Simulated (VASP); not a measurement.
Set up this calculation in VASP 6.6.1, as the native input.

| Quantity | Value |
| --- | --- |
| Task | single point |
| Functional | PBE |
| Potentials or basis | VASP PAW PBE potentials, release 64 (Li_sv, F) |
| Cutoff | 520 eV |
| k mesh | 9 × 9 × 6 |
| Occupations | gaussian, width 0.05 eV |
| Spin | no spin polarisation |
| Dipole correction | no |
| Further INCAR settings | ALGO = Normal; EDIFF = 1e-07; NBANDS = 18 |

The structure of LiF lies in POSCAR:

```
LiF
1.0
    3.1094393350      0.0000000000      0.0000000000
   -1.5547196675      2.6928534557      0.0000000000
    0.0000000000      0.0000000000      4.9539587486
Li F
2 2
Direct
    0.3333333333      0.6666666667      0.3402706354
    0.6666666667      0.3333333333      0.8402706354
    0.3333333333      0.6666666667      0.9939266766
    0.6666666667      0.3333333333      0.4939266766
```

This cell differs from its parent crystal: c/a of the conventional cell at fixed volume 1.5932.

One way to write it, as run:

INCAR

```
PREC     = Accurate       # precision mode
ENCUT    = 520            # plane-wave cutoff, eV
EDIFF    = 1E-7           # SCF threshold, eV
ISMEAR   = 0              # smearing method
SIGMA    = 0.05           # smearing width, eV
LREAL    = F              # projectors in reciprocal space
LASPH    = T              # aspherical terms in the spheres
NELM     = 60             # most SCF steps
ALGO     = Normal         # electronic algorithm
ISIF     = 2              # what is computed and relaxed
LWAVE    = F              # write WAVECAR
LCHARG   = F              # write CHGCAR
GGA      = PE             # functional
NBANDS   = 18             # bands
```

KPOINTS

```
Automatic mesh
0
Gamma
  9 9 6
```

Potentials or basis: VASP PAW PBE potentials, release 64 (Li_sv, F).

Command:

```console
$ cat potpaw_PBE.64/Li_sv/POTCAR potpaw_PBE.64/F/POTCAR > POTCAR
$ mpirun -np 1 vasp_std > vasp.out
```

Results of the run:

- Largest force: 0.927 eV/Å
- Band gap on the k mesh: 7.59 eV, direct

Wall time 24 s on 1 thread of Intel(R) Xeon(R) Platinum 8488C (Sapphire Rapids) (shared host), peak memory 0.16 GiB.
